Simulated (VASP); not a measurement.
# SiO2 (I4/mmm) in VASP: a series of runs

Runs on SiO2. Level: PBE. Tasks: single point.

All numbers are computed with VASP 6.6.1; they aren't measurements. Logs are shortened: lines on timing, memory, paths and dates and some standing lists are left out, and cuts for length are marked.

## 1. The cell of the first run

The structure is tetragonal, space group I4/mmm (No. 139). The conventional cell has a = 5.516 Å, b = 5.516 Å, c = 4.482 Å, α = 90.00°, β = 90.00°, γ = 90.00°. Within 1.7 Å of Si (site symmetry 4/mmm) lie 4 O at 1.24 Å. Within 3.0 Å of Si (site symmetry 4/mmm) lie 2 Si at 2.24 Å and 8 O at 2.56 Å. O (site symmetry m2m) has 1 Si at 1.24 Å within 1.7 Å.

## 2. Single point, PBE

The input, INCAR:

```
PREC = Accurate
ENCUT = 520
EDIFF = 1E-6
ISMEAR = 0
SIGMA = 0.1
LREAL = False
LASPH = True
NELM = 60
ALGO = Normal
ISIF = 2
LWAVE = False
LCHARG = False
GGA = PE
NBANDS = 25
```

The input, KPOINTS:

```
Automatic mesh
0
Gamma
  6 6 6
```

The input, POSCAR:

```
SiO2
1.0
   -2.7580977300      2.7580977300      2.2411598400
    2.7580977300     -2.7580977300      2.2411598400
    2.7580977300      2.7580977300     -2.2411598400
Si O
2 4
Direct
    0.0000000000      0.0000000000      0.0000000000
    0.5000000000      0.5000000000      0.0000000000
    0.0000000000      0.2239004600      0.2239004600
    0.0000000000      0.7760995400      0.7760995400
    0.2239004600      0.0000000000      0.2239004600
    0.7760995400      0.0000000000      0.7760995400
```

Potentials or basis: VASP PAW PBE potentials, release 64 (Si, O).

Launch:

```sh
> cat potpaw_PBE.64/Si/POTCAR potpaw_PBE.64/O/POTCAR > POTCAR
> mpirun -np 1 vasp_std > vasp.out
```

OUTCAR:

```text
PREC = Accurate
   ENCUT = 520
   EDIFF = 1E-6
   ISMEAR = 0
   LREAL = False
   LASPH = True
   NELM = 60
   ISIF = 2
   GGA = PE

 ion  position               nearest neighbor table
   1  0.000  0.000  0.000-   3 1.24   4 1.24   5 1.24   6 1.24   2 2.24   2 2.24
   2  0.500  0.500  0.000-   1 2.24   1 2.24
   3  0.000  0.224  0.224-   1 1.24   5 1.75   6 1.75
   4  0.000  0.776  0.776-   1 1.24   5 1.75   6 1.75
   5  0.224  0.000  0.224-   1 1.24   3 1.75   4 1.75
   6  0.776  0.000  0.776-   1 1.24   3 1.75   4 1.75

 -----------------------------------------------------------------------------
|                                                                             |
|           W    W    AA    RRRRR   N    N  II  N    N   GGGG   !!!           |
|           W    W   A  A   R    R  NN   N  II  NN   N  G    G  !!!           |
|           W    W  A    A  R    R  N N  N  II  N N  N  G       !!!           |
|           W WW W  AAAAAA  RRRRR   N  N N  II  N  N N  G  GGG   !            |
|           WW  WW  A    A  R   R   N   NN  II  N   NN  G    G                |
|           W    W  A    A  R    R  N    N  II  N    N   GGGG   !!!           |
|                                                                             |
|     The distance between some ions is very small. Please check the          |
|     nearest-neighbor list in the OUTCAR file.                               |
|     I HOPE YOU KNOW WHAT YOU ARE DOING!                                     |
|                                                                             |
 -----------------------------------------------------------------------------

  LATTYP: Found a body centered tetragonal cell.
 ALAT       =     5.5161954600
 C/A-ratio  =     0.8125744841

  Lattice vectors:

 A1 = (  -2.7580977300,   2.7580977300,   2.2411598400)
 A2 = (   2.7580977300,  -2.7580977300,   2.2411598400)
 A3 = (   2.7580977300,   2.7580977300,  -2.2411598400)

Analysis of symmetry for initial positions (statically):
=====================================================================
 Subroutine PRICEL returns:
 Original cell was already a primitive cell.

 Routine SETGRP: Setting up the symmetry group for a
 body centered tetragonal supercell.

 Subroutine GETGRP returns: Found 16 space group operations
 (whereof 16 operations were pure point group operations)
 out of a pool of 16 trial point group operations.

The static configuration has the point symmetry D_4h.

Analysis of symmetry for dynamics (positions and initial velocities):
=====================================================================
 Subroutine PRICEL returns:
 Original cell was already a primitive cell.

 Routine SETGRP: Setting up the symmetry group for a
 body centered tetragonal supercell.

[... 124 lines left out ...]
   NUPDOWN=      -1.0000    fix difference up-down
   EMIN   =  10.00;   EMAX   =-10.00  energy-range for DOS
   EFERMI =   0.00;   METHOD = LEGACY
   ISMEAR =     0;   SIGMA  =   0.10  broadening in eV -4-tet -1-fermi 0-gaus
   EFERMI_NEDOS =   21; number of points for ismear=-14 and -15
   IALGO  =     38    algorithm
   IMIX   =      4    mixing-type and parameters
     AMIX     =   0.40;   BMIX     =  1.00
     AMIX_MAG =   1.60;   BMIX_MAG =  1.00
  volume/ion in A,a.u.               =      11.37        76.70
  Fermi-wavevector in a.u.,A,eV,Ry     =   1.272157  2.404029 22.019451  1.618384
  Thomas-Fermi vector in A             =   2.405051
   LORBIT       =      0    0 simple, 1 ext, 2 COOP (PROOUT), +10 PAW based schemes
   GGA     = PE    functional components
   LHFCALC =     F    Hartree Fock is set to
   AEXX    =    0.0000 exact exchange contribution
   IVDW    =     0    specifies the selected vdW correction
   LEPSILON=     F    determine dielectric tensor
   LRPA    =     F    only Hartree local field effects (RPA)
 non-spin polarized calculation
 Gauss-broadening in eV      SIGMA  =   0.10
  energy-cutoff  :      520.00
  volume of cell :       68.19
 maximum number of plane-waves:      1865
 NGX is ok and might be reduce to    36
   NGX = 17   NGY = 17   NGZ = 17

 number of electron      32.0000002 magnetization

 Free energy of the ion-electron system (eV)
  ---------------------------------------------------
  ext. energy  EPLUGINS =         0.00000000
  ---------------------------------------------------
  free energy    TOTEN  =        -4.20597740 eV

  energy without entropy =       -4.17723416  energy(sigma->0) =       -4.19160578

 E-fermi :   2.9128     XC(G=0):  -9.8647

 val. band max:        2.8702293473   @ k =  -0.3333   0.1667  -0.0000
 cond. band min:       2.9217326696   @ k =   0.5000   0.5000   0.1667
 fundamental gap:      0.0515033223
 Fermi energy:         2.9127647337

 k-point     1 :       0.0000    0.0000    0.0000
  band No.  band energies     occupation
      1     -20.6093      2.00000
      2     -16.3052      2.00000
      3     -16.3052      2.00000
      4     -12.8145      2.00000
      5      -4.9503      2.00000
      6      -4.8795      2.00000
[... 661 lines left out ...]
     24      14.1482      0.00000
     25      14.4210      0.00000

 [... further k-points ...]

------------------------ aborting loop because EDIFF is reached ----------------------------------------

  FORCE on cell =-STRESS in cart. coord.  units (eV):
  Direction    XX          YY          ZZ          XY          YZ          ZX
  --------------------------------------------------------------------------------------
  -------------------------------------------------------------------------------------
  Total      110.2366276    110.2366276     10.5789054      0.0000000     -0.0000000      0.0000000
  in kB     2589.9082340   2589.9082340    248.5416573      0.0000000     -0.0000000      0.0000000
  external PRESSURE =    1809.4527085 kB  Pullay stress =       0.0000000 kB

 VOLUME and BASIS-vectors are now :
 -----------------------------------------------------------------------------
  energy-cutoff  :      520.00
  volume of cell :       68.19
      direct lattice vectors                 reciprocal lattice vectors
    -2.758097730  2.758097730  2.241159840     0.000000000  0.181284367  0.223098768
     2.758097730 -2.758097730  2.241159840     0.181284367  0.000000000  0.223098768
     2.758097730  2.758097730 -2.241159840     0.181284367  0.181284367  0.000000000

 POSITION                                       TOTAL-FORCE (eV/Angst)
 -----------------------------------------------------------------------------------
      0.00000      0.00000      0.00000         0.000000      0.000000      0.000000
      0.00000      0.00000      2.24116         0.000000      0.000000     -0.000000
      1.23508      0.00000      0.00000        45.425787      0.000000      0.000000
      4.28112      0.00000      0.00000       -45.425787      0.000000     -0.000000
      0.00000      1.23508      0.00000         0.000000     45.425787      0.000000
      0.00000      4.28112      0.00000         0.000000    -45.425787     -0.000000
 -----------------------------------------------------------------------------------
    total drift:                                0.000000      0.000000     -0.000000

  FREE ENERGIE OF THE ION-ELECTRON SYSTEM (eV)
  ---------------------------------------------------
  free  energy   TOTEN  =        -4.2059773959 eV

  energy  without entropy=       -4.1772341594  energy(sigma->0) =       -4.19160578
```

OSZICAR:

```text
N       E                     dE             d eps       ncg     rms          rms(c)
DAV:   1     0.209053530969E+03    0.20905E+03   -0.17408E+04  1508   0.119E+03
DAV:   2    -0.967895223196E+01   -0.21873E+03   -0.20068E+03  1883   0.284E+02
DAV:   3    -0.210626655415E+02   -0.11384E+02   -0.11285E+02  1798   0.674E+01
DAV:   4    -0.211425949580E+02   -0.79929E-01   -0.79902E-01  1811   0.648E+00
DAV:   5    -0.211434322009E+02   -0.83724E-03   -0.83718E-03  1851   0.645E-01    0.370E+01
DAV:   6    -0.500062576801E+01    0.16143E+02   -0.31925E+01  1535   0.386E+01    0.213E+01
DAV:   7    -0.433981228294E+01    0.66081E+00   -0.27713E+00  1815   0.112E+01    0.105E+01
DAV:   8    -0.425842241991E+01    0.81390E-01   -0.66428E-01  1644   0.572E+00    0.313E+00
DAV:   9    -0.425608438263E+01    0.23380E-02   -0.29484E-01  1755   0.407E+00    0.136E+00
DAV:  10    -0.421228928604E+01    0.43795E-01   -0.49238E-02  1638   0.167E+00    0.549E-01
DAV:  11    -0.420878678346E+01    0.35025E-02   -0.59896E-03  1760   0.460E-01    0.367E-01
DAV:  12    -0.420642409686E+01    0.23627E-02   -0.13833E-03  1774   0.243E-01    0.145E-01
DAV:  13    -0.420599381584E+01    0.43028E-03   -0.15003E-03  1764   0.263E-01    0.413E-02
DAV:  14    -0.420597750512E+01    0.16311E-04   -0.11782E-04  1669   0.690E-02    0.206E-02
DAV:  15    -0.420597906161E+01   -0.15565E-05   -0.80895E-06  1757   0.171E-02    0.129E-02
DAV:  16    -0.420597745627E+01    0.16053E-05   -0.26773E-06  1621   0.127E-02    0.243E-03
DAV:  17    -0.420597739587E+01    0.60394E-07   -0.30781E-07   770   0.352E-03
   1 F= -.42059774E+01 E0= -.41916058E+01  d E =-.287432E-01
```

Run time: 65 s. Hardware: 1 thread of AMD EPYC 7R43 (Zen 3), shared host; peak memory 0.17 GiB.

What came out:

* Free energy: -4.2060 eV
* Pressure: 180.9 GPa
* Largest force: 45.426 eV/Å
* Band gap on the k mesh: zero (band 16 reaches 2.94 eV, above the bottom of band 17 at 2.76 eV)

Forces on the atoms (eV/Å):
```
Si    0.000   0.000   0.000
Si    0.000   0.000   0.000
O    45.426   0.000   0.000
O   -45.426   0.000   0.000
O     0.000  45.426   0.000
O     0.000 -45.426   0.000
```

Caveat: forces of over 1 eV/Å act on the atoms, so gaps and moduli don't describe the material at rest.

## 3. Single point, PBE

This run uses another cell than the first one, of 14.03 Å³/atom, 1.234 times its volume.

The input, INCAR:

```
SYSTEM = SiO2
PREC = Accurate ; ENCUT = 520
EDIFF = 1E-6 ; ISMEAR = 0
SIGMA = 0.1 ; LREAL = .False.
LASPH = .True. ; NELM = 80
ALGO = Normal ; ISIF = 2
LWAVE = .False. ; LCHARG = .False.
GGA = PE ; NBANDS = 25
```

The input, KPOINTS:

```
Automatic mesh
0
Gamma
  6 6 6
  0 0 0
```

The input, POSCAR:

```
SiO2
1.0
   -2.8383798263      2.8383798263      2.6118444234
    2.8383798263     -2.8383798263      2.6118444234
    2.8383798263      2.8383798263     -2.6118444234
Si O
2 4
Direct
    0.0000000000      0.0000000000      0.0000000000
    0.5000000000      0.5000000000      0.0000000000
    0.0000000000      0.2885232529      0.2885232529
    0.0000000000      0.7114767471      0.7114767471
    0.2885232529      0.0000000000      0.2885232529
    0.7114767471      0.0000000000      0.7114767471
```

Potentials or basis: VASP PAW PBE potentials, release 64 (Si, O).

Launch:

```sh
> cat potpaw_PBE.64/Si/POTCAR potpaw_PBE.64/O/POTCAR > POTCAR
> mpirun -np 1 vasp_std > vasp.out
```

OUTCAR:

```text
SYSTEM = SiO2
   PREC = Accurate
   ENCUT = 520
   EDIFF = 1E-6
   ISMEAR = 0
   LREAL = .False.
   LASPH = .True.
   NELM = 80
   ISIF = 2
   GGA = PE

 ion  position               nearest neighbor table
   1  0.000  0.000  0.000-   3 1.64   4 1.64   5 1.64   6 1.64   2 2.61   2 2.61
   2  0.500  0.500  0.000-   1 2.61   1 2.61
   3  0.000  0.289  0.289-   1 1.64
   4  0.000  0.711  0.711-   1 1.64
   5  0.289  0.000  0.289-   1 1.64
   6  0.711  0.000  0.711-   1 1.64

  LATTYP: Found a body centered tetragonal cell.
 ALAT       =     5.6767596526
 C/A-ratio  =     0.9201884819

  Lattice vectors:

 A1 = (  -2.8383798263,   2.8383798263,   2.6118444234)
 A2 = (   2.8383798263,  -2.8383798263,   2.6118444234)
 A3 = (   2.8383798263,   2.8383798263,  -2.6118444234)

Analysis of symmetry for initial positions (statically):
=====================================================================
 Subroutine PRICEL returns:
 Original cell was already a primitive cell.

[... 178 lines left out ...]

 val. band max:        1.4909057758   @ k =   0.5000   0.5000   0.3333
 cond. band min:       1.5409299497   @ k =  -0.1667  -0.3333   0.1667
 fundamental gap:      0.0500241739
 Fermi energy:         1.5240156845

 k-point     1 :       0.0000    0.0000    0.0000
  band No.  band energies     occupation
      1     -17.3895      2.00000
      2     -15.3402      2.00000
      3     -15.3402      2.00000
      4     -14.4011      2.00000
      5      -5.0609      2.00000
      6      -4.3925      2.00000
[... 661 lines left out ...]
     24      12.2669      0.00000
     25      12.7829      0.00000

 [... further k-points ...]

------------------------ aborting loop because EDIFF is reached ----------------------------------------

  FORCE on cell =-STRESS in cart. coord.  units (eV):
  Direction    XX          YY          ZZ          XY          YZ          ZX
  --------------------------------------------------------------------------------------
  -------------------------------------------------------------------------------------
  Total        0.1801949      0.1801949      0.0094926      0.0000000      0.0000000     -0.0000000
  in kB        3.4300834      3.4300834      0.1806956      0.0000000      0.0000000     -0.0000000
  external PRESSURE =       2.3469541 kB  Pullay stress =       0.0000000 kB

 VOLUME and BASIS-vectors are now :
 -----------------------------------------------------------------------------
  energy-cutoff  :      520.00
  volume of cell :       84.17
      direct lattice vectors                 reciprocal lattice vectors
    -2.838379826  2.838379826  2.611844423     0.000000000  0.176156833  0.191435598
     2.838379826 -2.838379826  2.611844423     0.176156833  0.000000000  0.191435598
     2.838379826  2.838379826 -2.611844423     0.176156833  0.176156833  0.000000000

 POSITION                                       TOTAL-FORCE (eV/Angst)
 -----------------------------------------------------------------------------------
      0.00000      0.00000      0.00000        -0.000000     -0.000000      0.000000
      0.00000      0.00000      2.61184         0.000000     -0.000000     -0.000000
      1.63788      0.00000      0.00000         0.101246     -0.000000     -0.000000
      4.03888      0.00000      0.00000        -0.101246     -0.000000      0.000000
      0.00000      1.63788      0.00000         0.000000      0.101246     -0.000000
      0.00000      4.03888      0.00000        -0.000000     -0.101246      0.000000
 -----------------------------------------------------------------------------------
    total drift:                                0.000000      0.000000     -0.000000

  FREE ENERGIE OF THE ION-ELECTRON SYSTEM (eV)
  ---------------------------------------------------
  free  energy   TOTEN  =       -30.9891804428 eV

  energy  without entropy=      -30.9831346823  energy(sigma->0) =      -30.98615756
```

stdout:

```text
POSCAR found type information on POSCAR SiO
 POSCAR found :  2 types and       6 ions
 scaLAPACK will be used
 LDA part: xc-table for (Slater+PW92), standard interpolation
 POSCAR, INCAR and KPOINTS ok, starting setup
 FFT: planning ... GRIDC
 FFT: planning ... GRID_SOFT
 FFT: planning ... GRID
 WAVECAR not read
 entering main loop
```

Run time: 62 s. Hardware: 1 thread of AMD EPYC 7R43 (Zen 3), shared host; peak memory 0.18 GiB.

What came out:

```
Free energy            : -30.9892 eV
Pressure               : 0.2 GPa
Largest force          : 0.101 eV/Å
Band gap on the k mesh : zero (band 16 reaches 1.55 eV, above the bottom of band 17 at 1.54 eV)
```

Forces on the atoms (eV/Å):
```
Si   0.000  0.000  0.000
Si   0.000  0.000  0.000
O    0.101  0.000  0.000
O   -0.101  0.000  0.000
O    0.000  0.101  0.000
O    0.000 -0.101  0.000
```

[end of part 1 of 2]
